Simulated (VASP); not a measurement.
A run of VASP 6.6.1 is set up as follows.

Contents of INCAR:

```
  PREC = Accurate
  ENCUT = 520
  EDIFF = 1E-6
  ISMEAR = 0
  SIGMA = 0.1
  LREAL = F
  LASPH = T
  NELM = 60
  ALGO = Normal
  ISIF = 2
  LWAVE = F
  LCHARG = T
  LDIPOL = T
  IDIPOL = 3
  DIPOL = 0.5 0.5 0.498
  GGA = PE
  IVDW = 12
  LELF = T
  LVHAR = T
  LVACPOTAV = T
  NBANDS = 102
```

KPOINTS

```
regular mesh
0
Gamma
  4 4 1
```

Contents of POSCAR:

```
Rh
1.0
    5.3647950047      0.0000000000      0.0000000000
   -2.6823975023      4.6460487602      0.0000000000
    0.0000000000      0.0000000000     20.3803367787
Rh
12
Direct
    0.3333333333      0.1666666667      0.3925352209
    0.3333333333      0.6666666667      0.3925352209
    0.8333333333      0.1666666667      0.3925352209
    0.8333333333      0.6666666667      0.3925352209
    0.6666666667      0.3333333333      0.4980918736
    0.6666666667      0.8333333333      0.4980918736
    0.1666666667      0.3333333333      0.4980918736
    0.1666666667      0.8333333333      0.4980918736
    0.0000000000      0.5000000000      0.6036375219
    0.0000000000      0.0000000000      0.6036375219
    0.5000000000      0.5000000000      0.6036375219
    0.5000000000      0.0000000000      0.6036375219
```

Potentials or basis: VASP PAW PBE potentials, release 64 (Rh_pv).

Launch:

```console
$ cat potpaw_PBE.64/Rh_pv/POTCAR > POTCAR
$ mpirun -np 1 vasp_std > vasp.out
```

What does it give for the dispersion energy per atom?

-0.434 eV.

What does it give for the band gap on the k mesh?

Zero (bands 90 and 91 overlap by 0.76 eV).

What does it give for the largest force?

0.009 eV/Å.

Forces on the atoms (eV/Å):
```
Rh   0.000  0.000 -0.007
Rh   0.000  0.000 -0.007
Rh   0.000  0.000 -0.007
Rh   0.000  0.000 -0.007
Rh   0.000  0.000 -0.002
Rh   0.000  0.000 -0.002
Rh   0.000  0.000 -0.002
Rh   0.000  0.000 -0.002
Rh   0.000  0.000  0.009
Rh   0.000  0.000  0.009
Rh   0.000  0.000  0.009
Rh   0.000  0.000  0.009
```
